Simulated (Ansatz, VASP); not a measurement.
## MgO in VASP and in Ansatz

File POSCAR:

```
MgO
1.0
    3.2888257900      0.0000000000      0.0000000000
   -1.6444128950      2.8482066827      0.0000000000
    0.0000000000      0.0000000000      5.0322560468
Mg O
2 2
Direct
    0.3394977064      0.6683486589      0.0141118364
    0.6728310398      0.3350153256      0.5141118364
    0.3271689602      0.6649846744      0.3904881636
    0.6605022936      0.3316513411      0.8904881636
```

INCAR.step1

```
PREC = Accurate ; ENCUT = 600
ISMEAR = 0 ; SIGMA = 0.05
LREAL = F ; LASPH = T
NELM = 100 ; GGA = PE
ALGO = Normal ; EDIFF = 1E-4
LWAVE = T ; LCHARG = F
```

Contents of INCAR.step2:

```
PREC = Accurate ; ENCUT = 600
EDIFF = 1E-6 ; ISMEAR = 0
SIGMA = 0.05 ; LREAL = F
LASPH = T ; NELM = 100
ALGO = Normal ; ISIF = 3
LWAVE = F ; LCHARG = F
METAGGA = R2SCAN ; LMIXTAU = T
IBRION = 2 ; NSW = 100
EDIFFG = -0.01 ; ISTART = 1
```

The input KPOINTS:

```
Automatic mesh
0
Gamma
  6 6 4
```

Input for Ansatz:

```yaml
crystal:
  lattice:
    - [3.28882579, 0.0, 0.0]
    - [-1.644412895, 2.8482066827, 0.0]
    - [0.0, 0.0, 5.0322560468]
  atoms:
    - { symbol: Mg, position: [0.3394977064, 0.6683486589, 0.0141118364] }
    - { symbol: Mg, position: [0.6728310398, 0.3350153256, 0.5141118364] }
    - { symbol: O, position: [0.3271689602, 0.6649846744, 0.3904881636] }
    - { symbol: O, position: [0.6605022936, 0.3316513411, 0.8904881636] }
basis:
  ecutwfc: 500
kpoints:
  mp_grid: { grid: [6, 6, 4] }
hamiltonian:
  xc: r2scan
scf:
  occupations: { method: gaussian, width: 0.05 }
output:
  forces: true
  stress: true
  eigenvalues: true
relax:
  adjacent_minimum: "off"
  f_tol: 0.01
  max_steps: 80
  cell: { stress_tol: 0.1 }
```

Change from the starting cell: all O atoms moved 0.1 Å in one direction; relaxed back.

Alike in both runs: task relaxation of cell and atoms; functional r2SCAN; k mesh 6 × 6 × 4; occupations gaussian, width 0.05 eV; no spin polarisation.

```csv
,VASP,Ansatz
version,VASP 6.6.1,Ansatz 0.2.0
potentials or method,"VASP PAW PBE potentials, release 64 (Mg, O), cutoff 600 eV","scalar-relativistic, plane waves, PAW"
valence electrons in the cell,16,32
```

|  | VASP | Ansatz | Ansatz less VASP |
| --- | --- | --- | --- |
| gap on the k mesh at the Fermi level, each at its own relaxed structure (eV) | 4.24 | 4.22 | -0.022 |
| relaxed volume (Å³/atom) | 11.72 | 11.79 | +0.068 |
| relaxed length of the cell vector where the two differ most in proportion (Å) | 3.282 | 3.289 | +0.0069 |

VASP's potentials were made for PBE, not for r2SCAN. VASP's potentials hold 16 valence electrons a cell and Ansatz's 32, so a difference there can come from the potentials and not from the codes.
